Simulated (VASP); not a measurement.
Here is a VASP 6.6.1 calculation.

INCAR

```
PREC     = Accurate       # precision mode
ENCUT    = 600            # plane-wave cutoff, eV
EDIFF    = 1E-7           # SCF threshold, eV
ISMEAR   = 0              # smearing method
SIGMA    = 0.1            # smearing width, eV
LREAL    = F              # projectors in reciprocal space
LASPH    = T              # aspherical terms in the spheres
NELM     = 120            # most SCF steps
ALGO     = Normal         # electronic algorithm
ISIF     = 3              # what is computed and relaxed
LWAVE    = F              # write WAVECAR
LCHARG   = F              # write CHGCAR
GGA      = PS             # functional
IBRION   = 2              # ionic algorithm
NSW      = 80             # ionic steps
EDIFFG   = -0.01          # ionic threshold
PSTRESS  = 100.0        
GGA_COMPAT= F            
NELMIN   = 4
```

File KPOINTS:

```
regular mesh
0
Gamma
  6 6 9
```

File POSCAR:

```
TaN
1.0
    5.1910000000      0.0000000000      0.0000000000
   -2.5955000000      4.4955378710      0.0000000000
    0.0000000000      0.0000000000      2.9080000000
Ta N
3 3
Direct
    0.0000000000      0.0000000000      0.0000000000
    0.3333333333      0.6666666667      0.5000000000
    0.6666666667      0.3333333333      0.5000000000
    0.5000000000      0.0000000000      0.0000000000
    0.0000000000      0.5000000000      0.0000000000
    0.5000000000      0.5000000000      0.0000000000
```

Potentials or basis: VASP PAW PBE potentials, release 64 (Ta_pv, N).

Run with:

```bash
$ cat potpaw_PBE.64/Ta_pv/POTCAR potpaw_PBE.64/N/POTCAR > POTCAR
$ mpirun -np 1 vasp_std > vasp.out
```

(1) What does it give for the relaxed volume?

(2) Predict the space group after relaxing (to 0.1 Å).

(3) Predict the band gap on the k mesh.

(4) What does it give for the relaxed cell?

## Answers

(1) 11.02 Å³/atom.

(2) P6/mmm (No. 191).

(3) zero (bands 24 and 25 overlap by 2.14 eV).

(4) a = 5.128 Å, b = 5.128 Å, c = 2.903 Å, α = 90.00°, β = 90.00°, γ = 120.00°.

Caveat: the cell is relaxed towards a set pressure, so the run minimises the enthalpy, not the energy; the PAW data sets were made with another functional, which shifts forces and pressure a little; spin-orbit coupling is left out, which moves the levels of the heavy elements.
